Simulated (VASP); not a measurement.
A run of VASP 6.6.1:

INCAR

```
SYSTEM = TiPt3
ALGO = Fast ; EDIFF = 1E-6
ENCUT = 520 ; GGA = PS
ISIF = 2 ; ISMEAR = 0
LASPH = .True. ; LCHARG = .False.
LREAL = .False. ; LWAVE = .False.
NBANDS = 29 ; NELM = 100
PREC = Accurate ; SIGMA = 0.1
```

KPOINTS

```
k-points
0
Gamma
  14 14 14
  0 0 0
```

File POSCAR:

```
TiPt3
1.0
    3.8993537252      0.0000000000      0.0000000000
    0.0000000000      3.8993537252      0.0000000000
    0.0584903059      0.0000000000      3.8993537252
Ti Pt
1 3
Direct
    0.0000000000      0.0000000000      0.0000000000
    0.0000000000      0.5000000000      0.5000000000
    0.5000000000      0.0000000000      0.5000000000
    0.5000000000      0.5000000000      0.0000000000
```

Potentials or basis: VASP PAW PBE potentials, release 64 (Ti_sv, Pt).

Command:

```bash
$ cat potpaw_PBE.64/Ti_sv/POTCAR potpaw_PBE.64/Pt/POTCAR > POTCAR
$ mpirun -np 1 vasp_std > vasp.out
```

Hardware: 1 thread of Intel(R) Xeon(R) 6975P-C (Granite Rapids), with other jobs on the host.

How long does it take, and how much memory?

Run time: 24 min on 1 thread of Intel(R) Xeon(R) 6975P-C (Granite Rapids), with other jobs on the host, peak memory 1.1 GiB. Counts: scf iterations 32, k points 800.
